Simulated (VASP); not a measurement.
Zr2BiN2, 5 atoms in the cell. It takes space group P4mm (No. 99, tetragonal). Conventional cell: a = 3.869 Å, b = 3.869 Å, c = 6.254 Å, α = 90.00°, β = 90.00°, γ = 90.00°. Within 2.7 Å of Zr (site symmetry 2mm) lie 4 N at 2.04 to 2.49 Å. Bi (site symmetry 4mm) has 2 N at 1.87 to 2.18 Å within 2.5 Å. Within 2.5 Å of N (site symmetry 4mm) lie 1 Bi at 1.87 Å and 1 N at 2.20 Å and 4 Zr at 2.49 Å. N (site symmetry 4mm) has 4 Zr at 2.04 Å and 1 Bi at 2.18 Å and 1 N at 2.20 Å within 2.7 Å. 

```yaml
Program: VASP 6.6.1
Task: single point
Functional: PBE
Potentials_or_basis: VASP PAW PBE potentials, release 64 (Zr_sv, Bi_d, N)
Cutoff: 520 eV
k_mesh: 4 × 4 × 4
Occupations: gaussian, width 0.1 eV
Spin: no spin polarisation
Dipole_correction: no
Further_INCAR_settings: ALGO = Normal; EDIFF = 1e-06; NBANDS = 32
```

Potentials or basis: VASP PAW PBE potentials, release 64 (Zr_sv, Bi_d, N).

Launch:

```sh
$ cat potpaw_PBE.64/Zr_sv/POTCAR potpaw_PBE.64/Bi_d/POTCAR potpaw_PBE.64/N/POTCAR > POTCAR
$ mpirun -np 1 vasp_std > vasp.out
```

Hardware: 1 thread of Intel(R) Xeon(R) 6975P-C (Granite Rapids), on a shared host.

Q: Estimate the wall time of this run.

A: Run time: 33 s on 1 thread of Intel(R) Xeon(R) 6975P-C (Granite Rapids), with other jobs on the host, peak memory 0.22 GiB. Counts: scf iterations 16, k points 18.
